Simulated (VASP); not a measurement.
Here is a VASP 6.6.1 calculation.

File INCAR:

```
PREC = Accurate ; ENCUT = 600
EDIFF = 1E-6 ; ISMEAR = 0
SIGMA = 0.05 ; LREAL = F
LASPH = T ; NELM = 120
ALGO = Normal ; ISIF = 2
LWAVE = F ; LCHARG = F
GGA = PE ; IVDW = 12
NBANDS = 11 ; GGA_COMPAT = F
```

File KPOINTS:

```
regular mesh
0
Gamma
  12 12 12
```

POSCAR

```
BN
1.0
    1.2027024292      0.6943805712      3.2955578494
   -1.2027024292      0.6943805712      3.2955578494
    0.0000000000     -1.3887611425      3.2955578494
B N
1 1
Direct
    0.9872539065      0.9872539065      0.9872539065
    0.3423395245      0.3423395245      0.3423395245
```

Potentials or basis: VASP PAW PBE potentials, release 64 (B, N).

The run is started by

```sh
$ cat potpaw_PBE.64/B/POTCAR potpaw_PBE.64/N/POTCAR > POTCAR
$ mpirun -np 1 vasp_std > vasp.out
```

Q: What does it give for the band gap on the k mesh?

A: 3.88 eV (least direct gap 4.81 eV).

Q: Estimate the pressure.

A: 30.7 GPa.

Q: Predict the largest force.

A: 2.585 eV/Å.

Stress tensor (GPa, compression positive):
```
49.29  0.00  0.00
 0.00 49.29  0.00
 0.00  0.00 -6.56
```

Caveat: the cell differs from its parent crystal (atoms displaced along a vibrational mode, the cell strained); the stress differs along the axes, from -7 to 49 GPa; forces of over 1 eV/Å act on the atoms, so gaps and moduli don't describe the material at rest. A k mesh can miss the band edges.
